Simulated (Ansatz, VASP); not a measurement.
# GaAs in VASP and in Ansatz

```
Ga As
1.0
     3.60640    0.00000    0.00000
    -1.80320    3.12324    0.00000
     0.00000    0.00000    3.57319
Ga As
1 1
Direct
  0.33333 0.66667 0.50000
  0.00000 0.00000 0.00000
```

Alike in both runs: functional PBE; k mesh 7 × 7 × 6; occupations fermi-dirac, width 0.05 eV; non-collinear spin, spin-orbit coupling.

|  | VASP | Ansatz |
| --- | --- | --- |
| version | VASP 6.6.1 | Ansatz 0.2.0 |
| potentials or method | VASP PAW PBE potentials, release 64 (Ga_d, As) | Ansatz PAW |
| plane-wave cutoff (eV) | 520 | 420 |
| valence electrons in the cell | 18 | 28 |
| task | single point | band structure |

```csv
,VASP,Ansatz,Ansatz less VASP
pressure (GPa),-0.6,-0.7,-0.08
"traceless stress, the component that is largest in VASP (GPa)",-4.61,-4.63,-0.014
net moment per atom (μB),0.00,0.00,0.000
```

VASP's potentials hold 18 valence electrons a cell and Ansatz's 28, so a difference there can come from the potentials and not from the codes.
